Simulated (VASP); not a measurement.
Wanted: the native input for a VASP 6.6.1 run.

```
Task                   : single point
Functional             : PBE
Potentials or basis    : VASP PAW PBE potentials, release 64 (Co, Pt, O)
Cutoff                 : 520 eV
k mesh                 : 12 × 12 × 2
Occupations            : gaussian, width 0.1 eV
Spin                   : no spin polarisation
Dipole correction      : no
Further INCAR settings : ALGO = Normal; EDIFF = 1e-06; NBANDS = 58
```

The structure of CoPtO2 lies in POSCAR:

```
CoPtO2
1.0
    3.0260773526      0.0000000000      0.0000000000
   -1.5130386763      2.6206598612      0.0000000000
    0.0000000000      0.0000000000     17.4020457996
Co Pt O
3 3 6
Direct
    0.6666666667      0.3333333333      0.8333333333
    0.3333333333      0.6666666667      0.1666666667
    0.0000000000      0.0000000000      0.5000000000
    0.0000000000      0.0000000000      0.0000000000
    0.6666666667      0.3333333333      0.3333333333
    0.3333333333      0.6666666667      0.6666666667
    0.0000000000      0.0000000000      0.8853181166
    0.3333333333      0.6666666667      0.7813485501
    0.6666666667      0.3333333333      0.2186514499
    0.0000000000      0.0000000000      0.1146818834
    0.3333333333      0.6666666667      0.5519847832
    0.6666666667      0.3333333333      0.4480152168
```

This cell differs from its parent crystal: biaxial strain in the a-b plane: +6.0 %, then relaxed in part.

These files were run (other wordings do the same):

INCAR

```
  ALGO = Normal
  EDIFF = 1E-6
  ENCUT = 520
  GGA = PE
  ISIF = 2
  ISMEAR = 0
  LASPH = T
  LCHARG = F
  LREAL = F
  LWAVE = F
  NBANDS = 58
  NELM = 60
  PREC = Accurate
  SIGMA = 0.1
```

KPOINTS

```
k-points
0
Gamma
  12 12 2
```

Potentials or basis: VASP PAW PBE potentials, release 64 (Co, Pt, O).

The run is started by

```bash
$ cat potpaw_PBE.64/Co/POTCAR potpaw_PBE.64/Pt/POTCAR potpaw_PBE.64/O/POTCAR > POTCAR
$ mpirun -np 1 vasp_std > vasp.out
```

Results of the run:

- Pressure: -11.9 GPa
- Largest force: 0.005 eV/Å
- Band gap on the k mesh: zero (an odd number of electrons rules out a gap without spin polarisation)

Caveat: the cell differs from its parent crystal (biaxial strain in the a-b plane: +6.0 %, then relaxed in part); the stress differs along the axes, from -18 to 0 GPa; spin-orbit coupling is left out, which moves the levels of the heavy elements; an odd number of electrons without spin polarisation forces a metal; a magnetic or distorted state may lie lower; the run has no spin polarisation, though such a crystal can be magnetic; semilocal functionals often make such compounds metallic where correlation or magnetic order opens a gap, which also shifts bond lengths.

It took 3.3 min on 1 thread of Intel(R) Xeon(R) 6975P-C (Granite Rapids), on a shared host, peak memory 0.42 GiB.
